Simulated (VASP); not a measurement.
# Hg (P6_3/mmc) in VASP: relaxation of cell and atoms with PBE

Aim: the relaxation of cell and atoms of Hg with PBE.

Program: VASP 6.6.1. These are calculated values, not measurements. Logs are shortened: lines on timing, memory, paths and dates and some standing lists are left out, and cuts for length are marked.

### Step 1. The cell of the first run

It takes space group P6_3/mmc (No. 194, hexagonal). The conventional cell has a = 3.597 Å, b = 3.597 Å, c = 5.588 Å, α = 90.00°, β = 90.00°, γ = 120.00°. Within 4.6 Å of Hg (site symmetry -6m2) lie 12 Hg at 3.48 to 3.60 Å.

### Step 2. Relaxation of cell and atoms, PBE

Contents of INCAR:

```
  ALGO = Normal
  EDIFF = 1E-6
  EDIFFG = -0.01
  ENCUT = 600
  GGA = PE
  IBRION = 2
  ISIF = 3
  ISMEAR = 0
  LASPH = True
  LCHARG = False
  LREAL = False
  LWAVE = False
  NELM = 100
  NSW = 50
  PREC = Accurate
  SIGMA = 0.05
```

Contents of KPOINTS:

```
k-points
0
Gamma
  14 14 8
```

Contents of POSCAR:

```
Hg
1.0
    3.5965118967      0.0000000000      0.0000000000
   -1.7982559484      3.1146706676      0.0000000000
    0.0000000000      0.0000000000      5.5880038684
Hg
2
Direct
    0.3333333333      0.6666666667      0.7500000000
    0.6666666667      0.3333333333      0.2500000000
```

Potentials or basis: VASP PAW PBE potentials, release 64 (Hg).

Command:

```bash
$ cat potpaw_PBE.64/Hg/POTCAR > POTCAR
$ mpirun -np 1 vasp_std > vasp.out
```

OUTCAR:

```text
EDIFF = 1E-6
   EDIFFG = -0.01
   ENCUT = 600
   GGA = PE
   IBRION = 2
   ISIF = 3
   ISMEAR = 0
   LASPH = True
   LREAL = False
   NELM = 100
   NSW = 50
   PREC = Accurate

 ion  position               nearest neighbor table
   1  0.333  0.667  0.750-   2 3.48   2 3.48   2 3.48   2 3.48   2 3.48   2 3.48
   2  0.667  0.333  0.250-   1 3.48   1 3.48   1 3.48   1 3.48   1 3.48   1 3.48

  LATTYP: Found a hexagonal cell.
 ALAT       =     3.5965118967
 C/A-ratio  =     1.5537287319

  Lattice vectors:

 A1 = (   3.5965118967,   0.0000000000,   0.0000000000)
 A2 = (  -1.7982559484,   3.1146706676,   0.0000000000)
 A3 = (   0.0000000000,   0.0000000000,   5.5880038684)

Analysis of symmetry for initial positions (statically):
=====================================================================
 Subroutine PRICEL returns:
 Original cell was already a primitive cell.

 Routine SETGRP: Setting up the symmetry group for a
 hexagonal supercell.

 Subroutine GETGRP returns: Found 24 space group operations
 (whereof 12 operations were pure point group operations)
 out of a pool of 24 trial point group operations.

The static configuration has the point symmetry D_3d.
 The point group associated with its full space group is D_6h.

Analysis of symmetry for dynamics (positions and initial velocities):
=====================================================================
 Subroutine PRICEL returns:
 Original cell was already a primitive cell.

 Routine SETGRP: Setting up the symmetry group for a
 hexagonal supercell.

 Subroutine GETGRP returns: Found 24 space group operations
 (whereof 12 operations were pure point group operations)
 out of a pool of 24 trial point group operations.

The dynamic configuration has the point symmetry D_3d.
 The point group associated with its full space group is D_6h.

 Subroutine INISYM returns: Found 24 space group operations
 (whereof 12 operations are pure point group operations),
 and found     1 'primitive' translations

----------------------------------------------------------------------------------------

                                     Primitive cell

  volume of cell :      62.5965

  direct lattice vectors                    reciprocal lattice vectors
     3.596511897  0.000000000  0.000000000     0.278047183  0.160530616  0.000000000
    -1.798255948  3.114670668  0.000000000     0.000000000  0.321061231  0.000000000
     0.000000000  0.000000000  5.588003868     0.000000000  0.000000000  0.178954779

  length of vectors
     3.596511897  3.596511897  5.588003868     0.321061231  0.321061231  0.178954779

  position of ions in fractional coordinates (direct lattice)
     0.333333333  0.666666667  0.750000000
     0.666666667  0.333333333  0.250000000

  ion indices of the primitive-cell ions
   primitive index   ion index
                 1           1
                 2           2

----------------------------------------------------------------------------------------

 KPOINTS: k-points

Automatic generation of k-mesh.
 Grid dimensions read from file:
 generate k-points for:   14   14    8

 Generating k-lattice:

  Cartesian coordinates                     Fractional coordinates (reciprocal lattice)
     0.019860513  0.011466473  0.000000000     0.071428571  0.000000000  0.000000000
     0.000000000  0.022932945  0.000000000     0.000000000  0.071428571  0.000000000
     0.000000000  0.000000000  0.022369347     0.000000000  0.000000000  0.125000000

  Length of vectors
     0.022932945  0.022932945  0.022369347

  Shift w.r.t. Gamma in fractional coordinates (k-lattice)
     0.000000000  0.000000000  0.000000000

 Subroutine IBZKPT returns following result:
 ===========================================

 Found    120 irreducible k-points:

 Following reciprocal coordinates:
            Coordinates               Weight
  0.000000  0.000000  0.000000      1.000000
  0.071429  0.000000  0.000000      6.000000
  0.142857 -0.000000  0.000000      6.000000
  0.214286 -0.000000  0.000000      6.000000
  0.285714 -0.000000  0.000000      6.000000
  0.357143 -0.000000  0.000000      6.000000
[... 16 lines left out ...]
  0.285714  0.285714  0.000000      6.000000
  0.357143  0.285714  0.000000      6.000000
 [... further k-points ...]
   k-points           NKPTS =    120   k-points in BZ     NKDIM =    120   number of bands    NBANDS=     16
   number of dos      NEDOS =    301   number of ions     NIONS =      2
   total plane-waves  NPLWV =  43200
   dimension x,y,z NGX =    30 NGY =   30 NGZ =   48
   dimension x,y,z NGXF=    60 NGYF=   60 NGZF=   96
   ions per type =               2
   NGX,Y,Z   is equivalent  to a cutoff of  13.87, 13.87, 14.28 a.u.
   NGXF,Y,Z  is equivalent  to a cutoff of  27.73, 27.73, 28.56 a.u.
 SYSTEM =  unknown system
   PREC   = accura    normal or accurate (medium, high low for compatibility)
   ISTART =      0    job   : 0-new  1-cont  2-samecut
   ICHARG =      2    charge: 1-file 2-atom 10-const
   ISPIN  =      1    spin polarized calculation?
   LNONCOLLINEAR =      F non collinear calculations
   LSORBIT =      F    spin-orbit coupling
   LASPH  =      T    aspherical Exc in radial PAW
   ENCUT  =  600.0 eV  44.10 Ry    6.64 a.u.   7.18  7.18 11.16*2*pi/ulx,y,z
   NELM   =    100;   NELMIN=  2; NELMDL= -5     # of ELM steps
   EDIFF  = 0.1E-05   stopping-criterion for ELM
   LREAL  =      F    real-space projection
   EDIFFG = -.1E-01   stopping-criterion for IOM
   NSW    =     50    number of steps for IOM
   IBRION =      2    ionic relax: 0-MD 1-quasi-New 2-CG
   NFREE  =      1    steps in history (QN), initial steepest desc. (CG)
   ISIF   =      3    stress and relaxation
   ISYM   =      2    0-nonsym 1-usesym 2-fastsym
   POTIM  = 0.5000    time-step for ionic-motion
   TEBEG  =    0.0;   TEEND  =   0.0 temperature during run
   PSTRESS=    0.0 pullay stress
   NELECT =      24.0000    total number of electrons
   NUPDOWN=      -1.0000    fix difference up-down
   EMIN   =  10.00;   EMAX   =-10.00  energy-range for DOS
   EFERMI =   0.00;   METHOD = LEGACY
   ISMEAR =     0;   SIGMA  =   0.05  broadening in eV -4-tet -1-fermi 0-gaus
   EFERMI_NEDOS =   21; number of points for ismear=-14 and -15
   IALGO  =     38    algorithm
   IMIX   =      4    mixing-type and parameters
     AMIX     =   0.40;   BMIX     =  1.00
     AMIX_MAG =   1.60;   BMIX_MAG =  1.00
  volume/ion in A,a.u.               =      31.30       211.21
  Fermi-wavevector in a.u.,A,eV,Ry     =   1.189310  2.247470 19.244879  1.414459
  Thomas-Fermi vector in A             =   2.325420
   LORBIT       =      0    0 simple, 1 ext, 2 COOP (PROOUT), +10 PAW based schemes
   GGA     = PE    functional components
   LHFCALC =     F    Hartree Fock is set to
   AEXX    =    0.0000 exact exchange contribution
   IVDW    =     0    specifies the selected vdW correction
   LEPSILON=     F    determine dielectric tensor
   LRPA    =     F    only Hartree local field effects (RPA)
 conjugate gradient relaxation of ions
 non-spin polarized calculation
 Gauss-broadening in eV      SIGMA  =   0.05
  energy-cutoff  :      600.00
  volume of cell :       62.60
 maximum number of plane-waves:      2106
 NGX is ok and might be reduce to    30
   NGX = 15   NGY = 15   NGZ = 23

--------------------------------------- Ionic step        1  -------------------------------------------

 number of electron      24.0000001 magnetization

 Free energy of the ion-electron system (eV)
  ---------------------------------------------------
  ext. energy  EPLUGINS =         0.00000000
  ---------------------------------------------------
  free energy    TOTEN  =        -0.37788767 eV

  energy without entropy =       -0.37788767  energy(sigma->0) =       -0.37788767

------------------------ aborting loop because EDIFF is reached ----------------------------------------

  FORCE on cell =-STRESS in cart. coord.  units (eV):
  Direction    XX          YY          ZZ          XY          YZ          ZX
  --------------------------------------------------------------------------------------
  -------------------------------------------------------------------------------------
  Total        0.0325078      0.0325078      0.0387833     -0.0000000      0.0000000     -0.0000000
  in kB        0.8320463      0.8320463      0.9926701     -0.0000000      0.0000000     -0.0000000
  external PRESSURE =       0.8855875 kB  Pullay stress =       0.0000000 kB
[... 57 lines left out ...]
  energy  without entropy=       -0.3779633455  energy(sigma->0) =       -0.37796335

--------------------------------------- Ionic step        3  -------------------------------------------

 number of electron      24.0000002 magnetization

 Free energy of the ion-electron system (eV)
  ---------------------------------------------------
  ext. energy  EPLUGINS =         0.00000000
  ---------------------------------------------------
  free energy    TOTEN  =        -0.37806151 eV

  energy without entropy =       -0.37806151  energy(sigma->0) =       -0.37806151

 E-fermi :   0.3208     XC(G=0):  -9.2893

 val. band max:        0.1328058674   @ k =   0.2143   0.2143   0.0000
 cond. band min:       0.4977706326   @ k =   0.0000   0.0000   0.0000
 fundamental gap:      0.3649647652
 Fermi energy:         0.3208279448

 k-point     1 :       0.0000    0.0000    0.0000
  band No.  band energies     occupation
      1      -6.1878      2.00000
      2      -5.8951      2.00000
      3      -5.4184      2.00000
      4      -5.4184      2.00000
      5      -5.3926      2.00000
      6      -5.3380      2.00000
[... 8 lines left out ...]
     15      10.4612      0.00000
     16      12.4673      0.00000
[... 420 lines left out ...]
  band No.  band energies     occupation
      1      -5.8119      2.00000
      2      -5.5861      2.00000
      3      -5.5485      2.00000
      4      -5.4134      2.00000
      5      -5.3472      2.00000
      6      -5.3262      2.00000
[... 8 lines left out ...]
     15       5.0513      0.00000
     16       5.8160      0.00000

 [... further k-points ...]

------------------------ aborting loop because EDIFF is reached ----------------------------------------

  FORCE on cell =-STRESS in cart. coord.  units (eV):
  Direction    XX          YY          ZZ          XY          YZ          ZX
  --------------------------------------------------------------------------------------
  -------------------------------------------------------------------------------------
  Total        0.0081753      0.0081753      0.0090068     -0.0000000      0.0000000      0.0000000
  in kB        0.2071677      0.2071677      0.2282387     -0.0000000      0.0000000      0.0000000
  external PRESSURE =       0.2141914 kB  Pullay stress =       0.0000000 kB
[... 17 lines left out ...]
  FREE ENERGIE OF THE ION-ELECTRON SYSTEM (eV)
  ---------------------------------------------------
  free  energy   TOTEN  =        -0.3780615142 eV

  energy  without entropy=       -0.3780615140  energy(sigma->0) =       -0.37806151

 reached required accuracy - stopping structural energy minimisation
```

Wall time 2.5 min (1 thread of Intel Xeon Platinum 8488C (Sapphire Rapids), shared host); peak memory 0.28 GiB.

What came out:

| Item | Value |
| --- | --- |
| Free energy | -0.3781 eV |
| Relaxed volume | 31.61 Å³/atom |
| Relaxed cell | a = 3.608 Å, b = 3.608 Å, c = 5.609 Å, α = 90.00°, β = 90.00°, γ = 120.00° |
| Space group after relaxing (to 0.05 Å) | P6_3/mmc (No. 194) |
| Energy gained by relaxing | 0.1 meV/atom |
| Ionic steps | 3 |
| Pressure after relaxing | 0.0 GPa |
| Band gap on the k mesh | 0.36 eV, indirect (least direct gap 1.31 eV) |

The path:
```
step  energy change (eV)  largest force (eV/Å)  pressure (GPa)  volume (Å³)
   1              0.0000                0.0000            0.09        62.60
   2             -0.0001                0.0000            0.07        62.75
   3             -0.0002                0.0000            0.02        63.23
```

Final structure:
```
Hg
1.0
     3.60779    0.00000    0.00000
    -1.80390    3.12444    0.00000
     0.00000    0.00000    5.60891
Hg
2
Direct
  0.33333 0.66667 0.75000
  0.66667 0.33333 0.25000
```

Caveat: spin-orbit coupling is left out, which moves the levels of the heavy elements. A k mesh can miss the band edges.
